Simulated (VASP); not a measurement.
Here is a VASP 6.6.1 calculation.

File INCAR:

```
SYSTEM = LiF
PREC = Accurate
ENCUT = 600
EDIFF = 1E-6
ISMEAR = 0
SIGMA = 0.02
LREAL = .False.
LASPH = .True.
NELM = 60
ALGO = Normal
ISIF = 3
LWAVE = .False.
LCHARG = .False.
GGA = PE
IBRION = 2
NSW = 100
EDIFFG = -0.01
```

The input KPOINTS:

```
Automatic mesh
0
Gamma
  10 10 10
  0 0 0
```

POSCAR

```
LiF
1.0
    0.0000000000      2.7474268000      4.8627756000
    1.4178329000      0.0000000000      4.8627756000
    1.4178329000      2.7474268000      0.0000000000
Li F
2 2
Direct
    0.1836620000      0.1836620000      0.8163380000
    0.4336620000      0.4336620000      0.0663380000
    0.8163380000      0.8163380000      0.1836620000
    0.0663380000      0.0663380000      0.4336620000
```

Potentials or basis: VASP PAW PBE potentials, release 64 (Li_sv, F).

Command:

```sh
$ cat potpaw_PBE.64/Li_sv/POTCAR potpaw_PBE.64/F/POTCAR > POTCAR
$ mpirun -np 1 vasp_std > vasp.out
```

Problem. What does it give for the space group after relaxing (to 0.1 Å)?

Solution. Fdd2 (No. 43).

Problem. Predict the relaxed cell.

Solution. a = 5.570 Å, b = 5.052 Å, c = 3.082 Å, α = 82.62°, β = 64.09°, γ = 33.29°.

Stress tensor (GPa, compression positive):
```
 0.01  0.00  0.00
 0.00 -0.16  0.00
 0.00  0.00  0.07
```

Caveat: the cutoff is under 1.25 times the usual one of these potentials, so pressure, stress and relaxed cells hold a basis-set (Pulay) error.
